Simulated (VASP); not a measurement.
# Cs (I4/mmm) in VASP: further runs

Runs on Cs. Level: PBE. Tasks: single point.

All numbers are computed with VASP 6.6.1; they aren't measurements. Logs are shortened: lines on timing, memory, paths and dates and some standing lists are left out, and cuts for length are marked.

### Step 1. The cell of the first run

The structure is tetragonal, space group I4/mmm (No. 139). Conventional cell: a = 6.287 Å, b = 6.287 Å, c = 6.045 Å, α = 90.00°, β = 90.00°, γ = 90.00°.

### Step 2. Single point, PBE (strain +0.040 along x and y, +0.000 along z)

Input file INCAR:

```
SYSTEM = Cs
  PREC = Accurate
  ENCUT = 520
  EDIFF = 1E-6
  ISMEAR = 0
  SIGMA = 0.15
  LREAL = .FALSE.
  LASPH = .TRUE.
  NELM = 100
  ALGO = Fast
  ISIF = 2
  LWAVE = .FALSE.
  LCHARG = .FALSE.
  GGA = PE
  NBANDS = 10
```

Input file KPOINTS:

```
Automatic mesh
0
G
  12 12 12
  0 0 0
```

Input file POSCAR:

```
Cs
1.0
   -3.1434000000      3.1434000000      3.0225000000
    3.1434000000     -3.1434000000      3.0225000000
    3.1434000000      3.1434000000     -3.0225000000
Cs
1
Direct
    0.0000000000      0.0000000000      0.0000000000
```

Potentials or basis: VASP PAW PBE potentials, release 64 (Cs_sv).

On the command line:

```
cat potpaw_PBE.64/Cs_sv/POTCAR > POTCAR
mpirun -np 1 vasp_std > vasp.out
```

OUTCAR:

```text
SYSTEM = Cs
   PREC = Accurate
   ENCUT = 520
   EDIFF = 1E-6
   ISMEAR = 0
   LREAL = .FALSE.
   LASPH = .TRUE.
   NELM = 100
   ISIF = 2
   GGA = PE

 ion  position               nearest neighbor table
   1  0.000  0.000  0.000-

  LATTYP: Found a body centered tetragonal cell.
 ALAT       =     6.2868000000
 C/A-ratio  =     0.9615384615

  Lattice vectors:

 A1 = (  -3.1434000000,   3.1434000000,   3.0225000000)
 A2 = (   3.1434000000,  -3.1434000000,   3.0225000000)
 A3 = (   3.1434000000,   3.1434000000,  -3.0225000000)

Analysis of symmetry for initial positions (statically):
=====================================================================
 Subroutine PRICEL returns:
 Original cell was already a primitive cell.

 Routine SETGRP: Setting up the symmetry group for a
 body centered tetragonal supercell.

 Subroutine GETGRP returns: Found 16 space group operations
 (whereof 16 operations were pure point group operations)
 out of a pool of 16 trial point group operations.

The static configuration has the point symmetry D_4h.

Analysis of symmetry for dynamics (positions and initial velocities):
=====================================================================
 Subroutine PRICEL returns:
 Original cell was already a primitive cell.

 Routine SETGRP: Setting up the symmetry group for a
 body centered tetragonal supercell.

 Subroutine GETGRP returns: Found 16 space group operations
 (whereof 16 operations were pure point group operations)
 out of a pool of 16 trial point group operations.

The dynamic configuration has the point symmetry D_4h.

 Subroutine INISYM returns: Found 16 space group operations
 (whereof 16 operations are pure point group operations),
 and found     1 'primitive' translations

----------------------------------------------------------------------------------------

                                     Primitive cell

  volume of cell :     119.4608

  direct lattice vectors                    reciprocal lattice vectors
    -3.143400000  3.143400000  3.022500000     0.000000000  0.159063434  0.165425972
     3.143400000 -3.143400000  3.022500000     0.159063434  0.000000000  0.165425972
     3.143400000  3.143400000 -3.022500000     0.159063434  0.159063434  0.000000000

  length of vectors
     5.375633299  5.375633299  5.375633299     0.229492763  0.229492763  0.224949666

  position of ions in fractional coordinates (direct lattice)
     0.000000000  0.000000000  0.000000000

  ion indices of the primitive-cell ions
   primitive index   ion index
                 1           1

----------------------------------------------------------------------------------------

 KPOINTS: Automatic mesh

Automatic generation of k-mesh.
 Grid dimensions read from file:
 generate k-points for:   12   12   12

 Generating k-lattice:

  Cartesian coordinates                     Fractional coordinates (reciprocal lattice)
     0.000000000  0.013255286  0.013785498     0.083333333  0.000000000  0.000000000
     0.013255286  0.000000000  0.013785498     0.000000000  0.083333333  0.000000000
     0.013255286  0.013255286  0.000000000     0.000000000  0.000000000  0.083333333

  Length of vectors
     0.019124397  0.019124397  0.018745806

  Shift w.r.t. Gamma in fractional coordinates (k-lattice)
     0.000000000  0.000000000  0.000000000

 Subroutine IBZKPT returns following result:
 ===========================================

 Found    163 irreducible k-points:

 Following reciprocal coordinates:
            Coordinates               Weight
  0.000000  0.000000  0.000000      1.000000
  0.083333  0.000000 -0.000000      8.000000
  0.166667  0.000000 -0.000000      8.000000
  0.250000  0.000000 -0.000000      8.000000
  0.333333  0.000000  0.000000      8.000000
  0.416667  0.000000 -0.000000      8.000000
[... 16 lines left out ...]
  0.500000  0.166667  0.000000     16.000000
 -0.416667  0.166667  0.000000     16.000000
 [... further k-points ...]
   k-points           NKPTS =    163   k-points in BZ     NKDIM =    163   number of bands    NBANDS=     10
   number of dos      NEDOS =    301   number of ions     NIONS =      1
   total plane-waves  NPLWV =  64000
   dimension x,y,z NGX =    40 NGY =   40 NGZ =   40
   dimension x,y,z NGXF=    80 NGYF=   80 NGZF=   80
   ions per type =               1
   NGX,Y,Z   is equivalent  to a cutoff of  12.37, 12.37, 12.37 a.u.
   NGXF,Y,Z  is equivalent  to a cutoff of  24.74, 24.74, 24.74 a.u.
 SYSTEM =  Cs
   PREC   = accura    normal or accurate (medium, high low for compatibility)
   ISTART =      0    job   : 0-new  1-cont  2-samecut
   ICHARG =      2    charge: 1-file 2-atom 10-const
   ISPIN  =      1    spin polarized calculation?
   LNONCOLLINEAR =      F non collinear calculations
   LSORBIT =      F    spin-orbit coupling
   LASPH  =      T    aspherical Exc in radial PAW
   ENCUT  =  520.0 eV  38.22 Ry    6.18 a.u.  10.00 10.00 10.00*2*pi/ulx,y,z
   NELM   =    100;   NELMIN=  2; NELMDL= -5     # of ELM steps
   EDIFF  = 0.1E-05   stopping-criterion for ELM
   LREAL  =      F    real-space projection
   EDIFFG = 0.1E-04   stopping-criterion for IOM
   NSW    =      0    number of steps for IOM
   IBRION =     -1    ionic relax: 0-MD 1-quasi-New 2-CG
   NFREE  =      0    steps in history (QN), initial steepest desc. (CG)
   ISIF   =      2    stress and relaxation
   ISYM   =      2    0-nonsym 1-usesym 2-fastsym
   POTIM  = 0.5000    time-step for ionic-motion
   TEBEG  =    0.0;   TEEND  =   0.0 temperature during run
   PSTRESS=    0.0 pullay stress
   NELECT =       9.0000    total number of electrons
   NUPDOWN=      -1.0000    fix difference up-down
   EMIN   =  10.00;   EMAX   =-10.00  energy-range for DOS
   EFERMI =   0.00;   METHOD = LEGACY
   ISMEAR =     0;   SIGMA  =   0.15  broadening in eV -4-tet -1-fermi 0-gaus
   EFERMI_NEDOS =   21; number of points for ismear=-14 and -15
   IALGO  =     68    algorithm
   IMIX   =      4    mixing-type and parameters
     AMIX     =   0.40;   BMIX     =  1.00
     AMIX_MAG =   1.60;   BMIX_MAG =  1.00
  volume/ion in A,a.u.               =     119.46       806.16
  Fermi-wavevector in a.u.,A,eV,Ry     =   0.691428  1.306610  6.504579  0.478073
  Thomas-Fermi vector in A             =   1.773076
   LORBIT       =      0    0 simple, 1 ext, 2 COOP (PROOUT), +10 PAW based schemes
   GGA     = PE    functional components
   LHFCALC =     F    Hartree Fock is set to
   AEXX    =    0.0000 exact exchange contribution
   IVDW    =     0    specifies the selected vdW correction
   LEPSILON=     F    determine dielectric tensor
   LRPA    =     F    only Hartree local field effects (RPA)
 non-spin polarized calculation
 RMM-DIIS sequential band-by-band and
 Gauss-broadening in eV      SIGMA  =   0.15
  energy-cutoff  :      520.00
  volume of cell :      119.46
 maximum number of plane-waves:      3242
   NGX = 19   NGY = 19   NGZ = 19

 number of electron       9.0000001 magnetization

 Free energy of the ion-electron system (eV)
  ---------------------------------------------------
  ext. energy  EPLUGINS =         0.00000000
  ---------------------------------------------------
  free energy    TOTEN  =        -0.85680409 eV

  energy without entropy =       -0.84095801  energy(sigma->0) =       -0.84888105

 E-fermi :   0.3597     XC(G=0):  -5.3124

 val. band max:        0.3502096532   @ k =  -0.2500  -0.3333   0.2500
 cond. band min:       0.3599346685   @ k =   0.5000   0.3333  -0.0000
 fundamental gap:      0.0097250153
 Fermi energy:         0.3597202700

 k-point     1 :       0.0000    0.0000    0.0000
  band No.  band energies     occupation
      1     -23.5187      2.00000
      2     -10.2673      2.00000
      3     -10.2673      2.00000
      4     -10.2668      2.00000
      5      -1.2788      2.00000
      6       2.7272      0.00000
      7       2.8877      0.00000
      8       2.8877      0.00000
      9       3.5454      0.00000
     10       3.7727      0.00000

 k-point     2 :       0.0833    0.0000   -0.0000
  band No.  band energies     occupation
      1     -23.5183      2.00000
      2     -10.2754      2.00000
      3     -10.2701      2.00000
      4     -10.2672      2.00000
      5      -1.2036      2.00000
      6       2.6931      0.00000
      7       2.8117      0.00000
      8       2.9085      0.00000
      9       3.5027      0.00000
     10       3.6750      0.00000

 k-point     3 :       0.1667    0.0000   -0.0000
  band No.  band energies     occupation
      1     -23.5173      2.00000
      2     -10.2979      2.00000
      3     -10.2777      2.00000
      4     -10.2675      2.00000
      5      -0.9851      2.00000
      6       2.5149      0.00000
      7       2.5181      0.00000
      8       3.1031      0.00000
      9       3.4788      0.00000
     10       3.6110      0.00000

 k-point     4 :       0.2500    0.0000   -0.0000
  band No.  band energies     occupation
      1     -23.5159      2.00000
      2     -10.3281      2.00000
      3     -10.2880      2.00000
      4     -10.2679      2.00000
      5      -0.6446      2.00000
      6       2.1073      0.00000
      7       2.2972      0.00000
      8       3.4548      0.00000
      9       3.5698      0.00000
     10       3.6345      0.00000

 k-point     5 :       0.3333    0.0000    0.0000
  band No.  band energies     occupation
      1     -23.5144      2.00000
      2     -10.3578      2.00000
      3     -10.2983      2.00000
      4     -10.2683      2.00000
      5      -0.2231      2.00000
      6       1.7196      0.00000
      7       2.1139      0.00000
      8       3.6317      0.00000
      9       3.7688      0.00000
     10       3.9362      0.00000

 k-point     6 :       0.4167    0.0000   -0.0000
  band No.  band energies     occupation
      1     -23.5134      2.00000
      2     -10.3792      2.00000
      3     -10.3058      2.00000
      4     -10.2687      2.00000
      5       0.2015      1.86420
      6       1.3944      0.00000
      7       1.9957      0.00000
      8       3.5844      0.00000
      9       3.9773      0.00000
     10       4.5350      0.00000
[... 183 lines left out ...]
 k-point    21 :       0.3333    0.1667   -0.0000
  band No.  band energies     occupation
      1     -23.5130      2.00000
      2     -10.3726      2.00000
      3     -10.3139      2.00000
      4     -10.2784      2.00000
      5       0.4138      0.61030
      6       1.3831      0.00000
      7       1.8548      0.00000
      8       3.4086      0.00000
      9       3.9948      0.00000
     10       4.3290      0.00000

 k-point    22 :       0.4167    0.1667   -0.0000
  band No.  band energies     occupation
      1     -23.5127      2.00000
      2     -10.3766      2.00000
      3     -10.3186      2.00000
      4     -10.2781      2.00000
      5       0.6549      0.00539
      6       1.2152      0.00000
      7       1.8061      0.00000
      8       3.3405      0.00000
      9       4.0997      0.00000
     10       4.3208      0.00000

 k-point    23 :       0.5000    0.1667    0.0000
  band No.  band energies     occupation
      1     -23.5131      2.00000
      2     -10.3715      2.00000
      3     -10.3144      2.00000
      4     -10.2772      2.00000
      5       0.3828      0.82804
      6       1.4111      0.00000
      7       1.8509      0.00000
      8       3.4293      0.00000
      9       3.8973      0.00000
     10       4.3680      0.00000

 k-point    24 :      -0.4167    0.1667    0.0000
  band No.  band energies     occupation
      1     -23.5140      2.00000
      2     -10.3580      2.00000
      3     -10.3033      2.00000
      4     -10.2758      2.00000
      5      -0.0544      1.99991
      6       1.6885      0.00000
      7       1.9894      0.00000
      8       3.4571      0.00000
      9       3.8190      0.00000
     10       4.1066      0.00000

 [... further k-points ...]

------------------------ aborting loop because EDIFF is reached ----------------------------------------

  FORCE on cell =-STRESS in cart. coord.  units (eV):
  Direction    XX          YY          ZZ          XY          YZ          ZX
  --------------------------------------------------------------------------------------
  -------------------------------------------------------------------------------------
  Total       -0.0417487     -0.0417487     -0.0329862      0.0000000      0.0000000     -0.0000000
  in kB       -0.5599228     -0.5599228     -0.4424020      0.0000000      0.0000000     -0.0000000
  external PRESSURE =      -0.5207492 kB  Pullay stress =       0.0000000 kB

 VOLUME and BASIS-vectors are now :
 -----------------------------------------------------------------------------
  energy-cutoff  :      520.00
  volume of cell :      119.46
      direct lattice vectors                 reciprocal lattice vectors
    -3.143400000  3.143400000  3.022500000     0.000000000  0.159063434  0.165425972
     3.143400000 -3.143400000  3.022500000     0.159063434  0.000000000  0.165425972
     3.143400000  3.143400000 -3.022500000     0.159063434  0.159063434  0.000000000

 POSITION                                       TOTAL-FORCE (eV/Angst)
 -----------------------------------------------------------------------------------
      0.00000      0.00000      0.00000         0.000000      0.000000     -0.000000
 -----------------------------------------------------------------------------------
    total drift:                               -0.000000      0.000000     -0.000000

  FREE ENERGIE OF THE ION-ELECTRON SYSTEM (eV)
  ---------------------------------------------------
  free  energy   TOTEN  =        -0.8568040944 eV

  energy  without entropy=       -0.8409580090  energy(sigma->0) =       -0.84888105
```

Run time: 2.9 min. Hardware: 1 thread of Intel Xeon 8259CL, shared host; peak memory 0.36 GiB.

What came out:

* Free energy: -0.8568 eV
* Pressure: -0.1 GPa
* Band gap on the k mesh: zero (an odd number of electrons rules out a gap without spin polarisation)

Levels at points of the mesh, in eV from the Fermi level:
```tsv
k point	band 1	band 2	band 3	band 4	band 5	band 6	band 7	band 8
(0.00, 0.00, 0.00)	-23.88	-10.63	-10.63	-10.63	-1.64	2.37	2.53	2.53
(0.50, 0.00, 0.00)	-23.87	-10.75	-10.67	-10.63	0.07	0.86	1.60	3.16
(0.50, 0.50, 0.00)	-23.87	-10.75	-10.66	-10.62	0.02	0.78	1.76	3.02
(0.50, 0.50, 0.50)	-23.87	-10.72	-10.72	-10.71	0.65	0.71	2.81	2.81
```

Caveat: the cell differs from its parent crystal (strain +0.040 along x and y, +0.000 along z); spin-orbit coupling is left out, which moves the levels of the heavy elements.

### Step 3. Single point, PBE (strain +0.080 along x and y, +0.000 along z)

Input file INCAR:

```
PREC = Accurate
ENCUT = 520
EDIFF = 1E-6
ISMEAR = 0
SIGMA = 0.15
LREAL = F
LASPH = T
NELM = 80
ALGO = Fast
ISIF = 2
LWAVE = F
LCHARG = T
GGA = PE
LELF = T
LVHAR = T
NBANDS = 10
```

Input file KPOINTS:

```
regular mesh
0
Gamma
  12 12 12
```

Input file POSCAR:

```
Cs
1.0
   -3.2643000000      3.2643000000      3.0225000000
    3.2643000000     -3.2643000000      3.0225000000
    3.2643000000      3.2643000000     -3.0225000000
Cs
1
Direct
    0.0000000000      0.0000000000      0.0000000000
```

Potentials or basis: VASP PAW PBE potentials, release 64 (Cs_sv).

On the command line:

```
cat potpaw_PBE.64/Cs_sv/POTCAR > POTCAR
mpirun -np 1 vasp_std > vasp.out
```

It took 3.8 min on 1 thread of Intel Xeon 8259CL, shared host; peak memory 0.38 GiB.

The run converged. Its results:

```yaml
Free_energy: -0.8505 eV
Pressure: -0.2 GPa
Band_gap_on_the_k_mesh: zero (an odd number of electrons rules out a gap without spin polarisation)
```

Levels at points of the mesh, in eV from the Fermi level:
| k point | band 2 | band 3 | band 4 | band 5 | band 6 | band 7 | band 8 | band 9 |
| --- | --- | --- | --- | --- | --- | --- | --- | --- |
| (0.00, 0.00, 0.00) | -10.68 | -10.68 | -10.68 | -1.56 | 2.24 | 2.54 | 2.54 | 2.99 |
| (0.50, 0.00, 0.00) | -10.77 | -10.71 | -10.68 | 0.11 | 0.82 | 1.56 | 3.05 | 3.75 |
| (0.50, 0.50, 0.00) | -10.77 | -10.71 | -10.68 | 0.01 | 0.68 | 1.87 | 2.82 | 3.46 |
| (0.50, 0.50, 0.50) | -10.75 | -10.75 | -10.74 | 0.68 | 0.79 | 2.55 | 2.55 | 3.15 |

Caveat: the cell differs from its parent crystal (strain +0.080 along x and y, +0.000 along z); spin-orbit coupling is left out, which moves the levels of the heavy elements.
